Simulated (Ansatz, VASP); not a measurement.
Two plane-wave programs on ScIn3Rh

```xyz
5
Lattice="5.7725 0.0000 0.0000 -2.8863 4.9991 0.0000 0.0000 0.0000 4.4992" Properties=species:S:1:pos:R:3 pbc="T T T"
Sc    0.0000    0.0000    0.0000
In    2.4365    0.0000    2.2496
In   -1.2183    2.1101    2.2496
In    1.6680    2.8891    2.2496
Rh    0.0000    0.0000    2.2496
```

Alike in both runs: task single point; functional PBE; k mesh 3 × 3 × 4; occupations gaussian, width 0.1 eV; no spin polarisation.

|  | VASP | Ansatz |
| --- | --- | --- |
| version | VASP 6.6.1 | Ansatz 0.2.0 |
| potentials or method | VASP PAW PBE potentials, release 64 (Sc_sv, In_d, Rh_pv), cutoff 500 eV | scalar-relativistic, plane waves, PAW |
| valence electrons in the cell | 65 | 67 |

VASP gave:

| Quantity | Value |
| --- | --- |
| gap on the k mesh at the Fermi level (eV) | none |
| pressure (GPa) | 12.4 |
| traceless stress, the component that is largest in VASP (GPa) | 1.12 |
| rms of the force components (eV/Å) | 1.112 |

Problem. Which values does Ansatz return?

Solution. gap on the k mesh at the Fermi level (eV): none; pressure (GPa): 12.1; traceless stress, the component that is largest in VASP (GPa): 0.75; rms of the force components (eV/Å): 1.105.

Atom by atom the forces differ by 0.006 eV/Å (rms over components). A gap of «none» marks a metal or a gap that the smearing closes. VASP's potentials hold 65 valence electrons a cell and Ansatz's 67, so a difference there can come from the potentials and not from the codes.

The k mesh is coarse, so the values compare programs but aren't converged.
